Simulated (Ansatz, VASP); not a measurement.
Two plane-wave programs on ZnS

```xyz
20
Lattice="3.8240 0.0000 0.0000 -1.9120 3.3117 0.0000 0.0000 0.0000 31.2000" Properties=species:S:1:pos:R:3 pbc="T T T"
Zn    0.0000    0.0000    0.0022
Zn    0.0000    0.0000   15.6022
Zn    0.0000    0.0000    9.3575
Zn    0.0000    0.0000   24.9575
Zn    0.0000    2.2078    3.1204
Zn    1.9120    1.1039   18.7204
Zn    0.0000    2.2078   12.4800
Zn    1.9120    1.1039   28.0800
Zn    0.0000    2.2078   21.8390
Zn    1.9120    1.1039    6.2390
S     0.0000    0.0000    2.3417
S     0.0000    0.0000   17.9417
S     0.0000    0.0000   11.6973
S     0.0000    0.0000   27.2973
S     0.0000    2.2078    5.4603
S     1.9120    1.1039   21.0603
S     0.0000    2.2078   14.8227
S     1.9120    1.1039   30.4227
S     0.0000    2.2078   24.1789
S     1.9120    1.1039    8.5789
```

Alike in both runs: task electric field gradients; functional r2SCAN; k mesh 8 × 8 × 1; occupations fermi-dirac, width 0.02 eV; no spin polarisation.

```csv
,VASP,Ansatz
version,VASP 6.6.1,Ansatz 0.2.0
potentials or method,"VASP PAW PBE potentials, release 64 (Zn, S)","plane-wave PAW, scalar-relativistic"
plane-wave cutoff (eV),520,500
valence electrons in the cell,180,180
```

```tsv
	VASP	Ansatz	Ansatz less VASP
gap on the k mesh at the Fermi level (eV)	2.69	2.68	-0.010
pressure (GPa)	-0.7	-0.7	-0.02
traceless stress, the component that is largest in VASP (GPa)	0.14	0.12	-0.016
rms of the force components (eV/Å)	0.007	0.003	-0.0040
size of Vzz on the site where it differs most (V/Å²)	1.0	1.1	+0.06
```

VASP's potentials were made for PBE, not for r2SCAN. Atom by atom the forces differ by 0.005 eV/Å (rms over components).
